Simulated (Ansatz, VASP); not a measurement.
## Ag in VASP and in Ansatz

```
CELL_PARAMETERS angstrom
2.84719 0.00000 0.00000
-1.42360 2.46574 0.00000
0.00000 0.00000 9.86485
ATOMIC_POSITIONS crystal
Ag 0.33333 0.66667 0.25000
Ag 0.66667 0.33333 0.75000
Ag 0.00000 0.00000 0.00000
Ag 0.00000 0.00000 0.50000
```

Change from the starting cell: volume scaled by 0.96, PAW files.

Alike in both runs: task electric field gradients; functional PBE; k mesh 14 × 14 × 4; occupations fermi-dirac, width 0.08 eV; no spin polarisation.

|  | VASP | Ansatz |
| --- | --- | --- |
| version | VASP 6.6.1 | Ansatz 0.2.0 |
| potentials or method | VASP PAW PBE potentials, release 64 (Ag) | PAW with Ansatz's default frozen-core files, scalar-relativistic |
| plane-wave cutoff (eV) | 520 | 420 |
| valence electrons in the cell | 44 | 76 |

Ansatz gave:

* pressure (GPa): 3.6
* traceless stress, the component that is largest in VASP (GPa): -4.07
* size of Vzz on the site where it differs most (V/Å²): 5.0

Q: Estimate VASP's values.

A: Pressure (GPa): 3.5; traceless stress, the component that is largest in VASP (GPa): -4.04; size of Vzz on the site where it differs most (V/Å²): 10.8.

VASP's potentials hold 44 valence electrons a cell and Ansatz's 76, so a difference there can come from the potentials and not from the codes.
